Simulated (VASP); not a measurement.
# Li2B2Br (I4/mmm) in VASP: single point with PBE

Aim: the single point of Li2B2Br with PBE.

Program: VASP 6.6.1. These are calculated values, not measurements. Logs are shortened: lines on timing, memory, paths and dates and some standing lists are left out, and cuts for length are marked.

## (1) The cell of the first run

It takes space group I4/mmm (No. 139, tetragonal). Conventional cell: a = 3.789 Å, b = 3.789 Å, c = 10.984 Å, α = 90.00°, β = 90.00°, γ = 90.00°. Li (site symmetry -4m2) has 4 B at 2.34 Å and 4 Li at 2.68 Å within 3.1 Å. Within 3.1 Å of B (site symmetry 4mm) lie 4 Li at 2.34 Å and 1 B at 2.75 Å and 4 Br at 3.01 Å. Within 4.0 Å of Br (site symmetry 4/mmm) lie 8 B at 3.01 Å and 8 Li at 3.34 Å and 4 Br at 3.79 Å.

## (2) Single point, PBE

INCAR

```
SYSTEM = Li2B2Br
PREC = Accurate
ENCUT = 520
EDIFF = 1E-6
ISMEAR = 0
SIGMA = 0.1
LREAL = .FALSE.
LASPH = .TRUE.
NELM = 80
ALGO = Normal
ISIF = 2
LWAVE = .FALSE.
LCHARG = .FALSE.
GGA = PE
NBANDS = 18
```

KPOINTS

```
Automatic mesh
0
G
  6 6 6
  0 0 0
```

POSCAR

```
Li2B2Br
1.0
   -1.8945393200      1.8945393200      5.4919973400
    1.8945393200     -1.8945393200      5.4919973400
    1.8945393200      1.8945393200     -5.4919973400
Li B Br
2 2 1
Direct
    0.7500000000      0.2500000000      0.5000000000
    0.2500000000      0.7500000000      0.5000000000
    0.3750000000      0.3750000000      0.0000000000
    0.6250000000      0.6250000000      0.0000000000
    0.0000000000      0.0000000000      0.0000000000
```

Potentials or basis: VASP PAW PBE potentials, release 64 (Li_sv, B, Br).

On the command line:

```console
$ cat potpaw_PBE.64/Li_sv/POTCAR potpaw_PBE.64/B/POTCAR potpaw_PBE.64/Br/POTCAR > POTCAR
$ mpirun -np 1 vasp_std > vasp.out
```

OUTCAR:

```text
SYSTEM = Li2B2Br
   PREC = Accurate
   ENCUT = 520
   EDIFF = 1E-6
   ISMEAR = 0
   LREAL = .FALSE.
   LASPH = .TRUE.
   NELM = 80
   ISIF = 2
   GGA = PE

 ion  position               nearest neighbor table
   1  0.750  0.250  0.500-   3 2.34   4 2.34   3 2.34   4 2.34
   2  0.250  0.750  0.500-   3 2.34   4 2.34   3 2.34   4 2.34
   3  0.375  0.375  0.000-   1 2.34   2 2.34   2 2.34   1 2.34
   4  0.625  0.625  0.000-   2 2.34   1 2.34   1 2.34   2 2.34
   5  0.000  0.000  0.000-

  LATTYP: Found a body centered tetragonal cell.
 ALAT       =     3.7890786400
 C/A-ratio  =     2.8988563510

  Lattice vectors:

 A1 = (  -1.8945393200,   1.8945393200,   5.4919973400)
 A2 = (   1.8945393200,  -1.8945393200,   5.4919973400)
 A3 = (   1.8945393200,   1.8945393200,  -5.4919973400)

Analysis of symmetry for initial positions (statically):
=====================================================================
 Subroutine PRICEL returns:
 Original cell was already a primitive cell.

 Routine SETGRP: Setting up the symmetry group for a
 body centered tetragonal supercell.

 Subroutine GETGRP returns: Found 16 space group operations
 (whereof 16 operations were pure point group operations)
 out of a pool of 16 trial point group operations.

The static configuration has the point symmetry D_4h.

Analysis of symmetry for dynamics (positions and initial velocities):
=====================================================================
 Subroutine PRICEL returns:
 Original cell was already a primitive cell.

 Routine SETGRP: Setting up the symmetry group for a
 body centered tetragonal supercell.

 Subroutine GETGRP returns: Found 16 space group operations
 (whereof 16 operations were pure point group operations)
 out of a pool of 16 trial point group operations.

The dynamic configuration has the point symmetry D_4h.

 Subroutine INISYM returns: Found 16 space group operations
 (whereof 16 operations are pure point group operations),
 and found     1 'primitive' translations

----------------------------------------------------------------------------------------

                                     Primitive cell

  volume of cell :      78.8492

  direct lattice vectors                    reciprocal lattice vectors
    -1.894539320  1.894539320  5.491997340     0.000000000  0.263916402  0.091041559
     1.894539320 -1.894539320  5.491997340     0.263916402  0.000000000  0.091041559
     1.894539320  1.894539320 -5.491997340     0.263916402  0.263916402  0.000000000

  length of vectors
     6.110694989  6.110694989  6.110694989     0.279178138  0.279178138  0.373234154

  position of ions in fractional coordinates (direct lattice)
     0.750000000  0.250000000  0.500000000
     0.250000000  0.750000000  0.500000000
     0.375000000  0.375000000  0.000000000
     0.625000000  0.625000000  0.000000000
     0.000000000  0.000000000  0.000000000

  ion indices of the primitive-cell ions
   primitive index   ion index
                 1           1
                 2           2
                 3           3
                 4           4
                 5           5

----------------------------------------------------------------------------------------

 KPOINTS: Automatic mesh

Automatic generation of k-mesh.
 Grid dimensions read from file:
 generate k-points for:    6    6    6

 Generating k-lattice:

  Cartesian coordinates                     Fractional coordinates (reciprocal lattice)
     0.000000000  0.043986067  0.015173593     0.166666667  0.000000000  0.000000000
     0.043986067  0.000000000  0.015173593     0.000000000  0.166666667  0.000000000
     0.043986067  0.043986067  0.000000000     0.000000000  0.000000000  0.166666667

  Length of vectors
     0.046529690  0.046529690  0.062205692

  Shift w.r.t. Gamma in fractional coordinates (k-lattice)
     0.000000000  0.000000000  0.000000000

 Subroutine IBZKPT returns following result:
 ===========================================

 Found     30 irreducible k-points:

 Following reciprocal coordinates:
            Coordinates               Weight
  0.000000  0.000000  0.000000      1.000000
  0.166667  0.000000 -0.000000      8.000000
  0.333333  0.000000 -0.000000      8.000000
  0.500000  0.000000 -0.000000      4.000000
  0.166667  0.166667 -0.000000      8.000000
  0.333333  0.166667 -0.000000     16.000000
[... 16 lines left out ...]
 -0.333333 -0.333333  0.166667      8.000000
 -0.166667 -0.333333  0.166667      8.000000
 [... further k-points ...]
   k-points           NKPTS =     30   k-points in BZ     NKDIM =     30   number of bands    NBANDS=     18
   number of dos      NEDOS =    301   number of ions     NIONS =      5
   total plane-waves  NPLWV = 110592
   dimension x,y,z NGX =    48 NGY =   48 NGZ =   48
   dimension x,y,z NGXF=    96 NGYF=   96 NGZF=   96
   ions per type =               2   2   1
   NGX,Y,Z   is equivalent  to a cutoff of  13.06, 13.06, 13.06 a.u.
   NGXF,Y,Z  is equivalent  to a cutoff of  26.12, 26.12, 26.12 a.u.
 SYSTEM =  Li2B2Br
   PREC   = accura    normal or accurate (medium, high low for compatibility)
   ISTART =      0    job   : 0-new  1-cont  2-samecut
   ICHARG =      2    charge: 1-file 2-atom 10-const
   ISPIN  =      1    spin polarized calculation?
   LNONCOLLINEAR =      F non collinear calculations
   LSORBIT =      F    spin-orbit coupling
   LASPH  =      T    aspherical Exc in radial PAW
   ENCUT  =  520.0 eV  38.22 Ry    6.18 a.u.  11.36 11.36 11.36*2*pi/ulx,y,z
   NELM   =     80;   NELMIN=  2; NELMDL= -5     # of ELM steps
   EDIFF  = 0.1E-05   stopping-criterion for ELM
   LREAL  =      F    real-space projection
   EDIFFG = 0.1E-04   stopping-criterion for IOM
   NSW    =      0    number of steps for IOM
   IBRION =     -1    ionic relax: 0-MD 1-quasi-New 2-CG
   NFREE  =      0    steps in history (QN), initial steepest desc. (CG)
   ISIF   =      2    stress and relaxation
   ISYM   =      2    0-nonsym 1-usesym 2-fastsym
   POTIM  = 0.5000    time-step for ionic-motion
   TEBEG  =    0.0;   TEEND  =   0.0 temperature during run
   PSTRESS=    0.0 pullay stress
   NELECT =      19.0000    total number of electrons
   NUPDOWN=      -1.0000    fix difference up-down
   EMIN   =  10.00;   EMAX   =-10.00  energy-range for DOS
   EFERMI =   0.00;   METHOD = LEGACY
   ISMEAR =     0;   SIGMA  =   0.10  broadening in eV -4-tet -1-fermi 0-gaus
   EFERMI_NEDOS =   21; number of points for ismear=-14 and -15
   IALGO  =     38    algorithm
   IMIX   =      4    mixing-type and parameters
     AMIX     =   0.40;   BMIX     =  1.00
     AMIX_MAG =   1.60;   BMIX_MAG =  1.00
  volume/ion in A,a.u.               =      15.77       106.42
  Fermi-wavevector in a.u.,A,eV,Ry     =   1.018733  1.925125 14.120344  1.037816
  Thomas-Fermi vector in A             =   2.152207
   LORBIT       =      0    0 simple, 1 ext, 2 COOP (PROOUT), +10 PAW based schemes
   GGA     = PE    functional components
   LHFCALC =     F    Hartree Fock is set to
   AEXX    =    0.0000 exact exchange contribution
   IVDW    =     0    specifies the selected vdW correction
   LEPSILON=     F    determine dielectric tensor
   LRPA    =     F    only Hartree local field effects (RPA)
 non-spin polarized calculation
 Gauss-broadening in eV      SIGMA  =   0.10
  energy-cutoff  :      520.00
  volume of cell :       78.85
 maximum number of plane-waves:      2139
 NGX is ok and might be reduce to    48
   NGX = 23   NGY = 23   NGZ = 23

 number of electron      19.0000003 magnetization

 Free energy of the ion-electron system (eV)
  ---------------------------------------------------
  ext. energy  EPLUGINS =         0.00000000
  ---------------------------------------------------
  free energy    TOTEN  =       -12.70992163 eV

  energy without entropy =      -12.68971280  energy(sigma->0) =      -12.69981721

 E-fermi :   2.5382     XC(G=0):  -9.0575

 val. band max:        2.4797886454   @ k =   0.3333   0.1667  -0.0000
 cond. band min:       2.5743119238   @ k =  -0.3333   0.1667   0.0000
 fundamental gap:      0.0945232784
 Fermi energy:         2.5381837609

 k-point     1 :       0.0000    0.0000    0.0000
  band No.  band energies     occupation
      1     -43.3707      2.00000
      2     -43.3174      2.00000
      3     -13.3292      2.00000
      4      -4.0057      2.00000
      5      -3.7531      2.00000
      6      -0.6166      2.00000
[... 10 lines left out ...]
     17      10.4648      0.00000
     18      11.4854      0.00000

 k-point     2 :       0.1667    0.0000   -0.0000
  band No.  band energies     occupation
      1     -43.3670      2.00000
      2     -43.3209      2.00000
      3     -13.2608      2.00000
      4      -4.2208      2.00000
      5      -3.5504      2.00000
      6      -1.0107      2.00000
[... 10 lines left out ...]
     17      10.7061      0.00000
     18      11.4566      0.00000

 k-point     3 :       0.3333    0.0000   -0.0000
  band No.  band energies     occupation
      1     -43.3570      2.00000
      2     -43.3304      2.00000
      3     -13.1157      2.00000
      4      -4.6417      2.00000
      5      -3.2500      2.00000
      6      -1.4652      2.00000
[... 10 lines left out ...]
     17      10.6134      0.00000
     18      10.6135      0.00000

 k-point     4 :       0.5000    0.0000   -0.0000
  band No.  band energies     occupation
      1     -43.3436      2.00000
      2     -43.3435      2.00000
      3     -13.0385      2.00000
      4      -4.8932      2.00000
      5      -2.9041      2.00000
      6      -2.1552      2.00000
[... 375 lines left out ...]
      4      -4.5670      2.00000
      5      -3.7124      2.00000
      6      -1.0488      2.00000
[... 10 lines left out ...]
     17      10.4590      0.00000
     18      11.1045      0.00000

 k-point    23 :      -0.3333   -0.3333    0.1667
  band No.  band energies     occupation
      1     -43.3637      2.00000
      2     -43.3238      2.00000
      3     -13.1911      2.00000
      4      -4.3213      2.00000
      5      -3.7234      2.00000
      6      -1.2849      2.00000
[... 10 lines left out ...]
     17      10.6191      0.00000
     18      11.1175      0.00000

 k-point    24 :      -0.1667   -0.3333    0.1667
  band No.  band energies     occupation
      1     -43.3670      2.00000
      2     -43.3209      2.00000
      3     -13.2574      2.00000
      4      -4.3738      2.00000
      5      -3.6025      2.00000
      6      -0.7745      2.00000
[... 10 lines left out ...]
     17      10.8713      0.00000
     18      10.9693      0.00000

 [... further k-points ...]

------------------------ aborting loop because EDIFF is reached ----------------------------------------

  FORCE on cell =-STRESS in cart. coord.  units (eV):
  Direction    XX          YY          ZZ          XY          YZ          ZX
  --------------------------------------------------------------------------------------
  -------------------------------------------------------------------------------------
  Total       -0.0371403     -0.0371403     -5.5233903      0.0000000      0.0000000      0.0000000
  in kB       -0.7546732     -0.7546732   -112.2325311      0.0000000      0.0000000      0.0000000
  external PRESSURE =     -37.9139592 kB  Pullay stress =       0.0000000 kB

 VOLUME and BASIS-vectors are now :
 -----------------------------------------------------------------------------
  energy-cutoff  :      520.00
  volume of cell :       78.85
      direct lattice vectors                 reciprocal lattice vectors
    -1.894539320  1.894539320  5.491997340     0.000000000  0.263916402  0.091041559
     1.894539320 -1.894539320  5.491997340     0.263916402  0.000000000  0.091041559
     1.894539320  1.894539320 -5.491997340     0.263916402  0.263916402  0.000000000

 POSITION                                       TOTAL-FORCE (eV/Angst)
 -----------------------------------------------------------------------------------
     -0.00000      1.89454      2.74600         0.000000      0.000000      0.000000
      1.89454     -0.00000      2.74600         0.000000      0.000000      0.000000
      0.00000      0.00000      4.11900        -0.000000     -0.000000      2.228819
      0.00000      0.00000      6.86500         0.000000      0.000000     -2.228819
      0.00000      0.00000      0.00000         0.000000      0.000000      0.000000
 -----------------------------------------------------------------------------------
    total drift:                                0.000000     -0.000000      0.000000

  FREE ENERGIE OF THE ION-ELECTRON SYSTEM (eV)
  ---------------------------------------------------
  free  energy   TOTEN  =       -12.7099216319 eV

  energy  without entropy=      -12.6897127970  energy(sigma->0) =      -12.69981721
```

It took 32 s on 1 thread of Intel Xeon 6975P-C (Granite Rapids), shared host; peak memory 0.32 GiB.

Results:

```yaml
Free_energy: -12.7099 eV
Largest_force: 2.229 eV/Å
```

Forces on the atoms (eV/Å):
```
Li   0.000  0.000  0.000
Li   0.000  0.000  0.000
B    0.000  0.000  2.229
B    0.000  0.000 -2.229
Br   0.000  0.000  0.000
```

Levels at points of the mesh, in eV from the Fermi level:
```csv
k point,band 5,band 6,band 7,band 8,band 9,band 10,band 11,band 12,band 13,band 14
"(0.00, 0.00, 0.00)",-6.29,-3.15,-3.15,-2.17,-1.67,0.20,0.20,2.46,2.46,3.75
"(0.50, 0.00, 0.00)",-5.44,-4.69,-2.73,-2.54,-1.07,0.45,0.72,1.48,1.58,2.19
"(0.50, 0.50, 0.00)",-5.07,-5.07,-5.02,-3.45,-1.28,-0.93,-0.36,1.11,1.84,2.13
"(0.50, 0.50, 0.50)",-5.70,-3.30,-3.30,-2.20,0.08,1.11,1.11,1.80,1.80,2.02
```

Caveat: the k points lie up to 0.39 Å⁻¹ apart; the cutoff is under 1.25 times the usual one of these potentials, so pressure, stress and relaxed cells hold a basis-set (Pulay) error; an odd number of electrons without spin polarisation forces a metal; a magnetic or distorted state may lie lower.
